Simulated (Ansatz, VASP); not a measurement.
One calculation of NaH, two programs

```
CELL_PARAMETERS angstrom
0.00000 2.59692 2.59692
2.59692 0.00000 2.59692
2.59692 2.59692 0.00000
ATOMIC_POSITIONS crystal
Na 0.00000 0.00000 0.00000
H 0.25000 0.25000 0.25000
```

Alike in both runs: task single point; functional PBE-based screened hybrid; k mesh 4 × 4 × 4; no spin polarisation.

|  | VASP | Ansatz |
| --- | --- | --- |
| version | VASP 6.6.1 | Ansatz 0.2.0 |
| potentials or method | VASP PAW PBE potentials, release 64 (Na_pv, H) | plane waves |
| plane-wave cutoff (eV) | 520 | 420 |
| occupations | gaussian, width 0.01 eV | fixed |
| valence electrons in the cell | 8 | 10 |

```csv
,VASP,Ansatz,Ansatz less VASP
gap on the k mesh at the Fermi level (eV),5.02,5.03,+0.005
pressure (GPa),0.0,0.0,-0.02
```

VASP's potentials were made for PBE, not for PBE-based screened hybrid. VASP's potentials hold 8 valence electrons a cell and Ansatz's 10, so a difference there can come from the potentials and not from the codes. Ansatz's warnings: stress exchange threshold loose, stress scf threshold loose.

The k mesh is coarse, so the values compare programs but aren't converged.
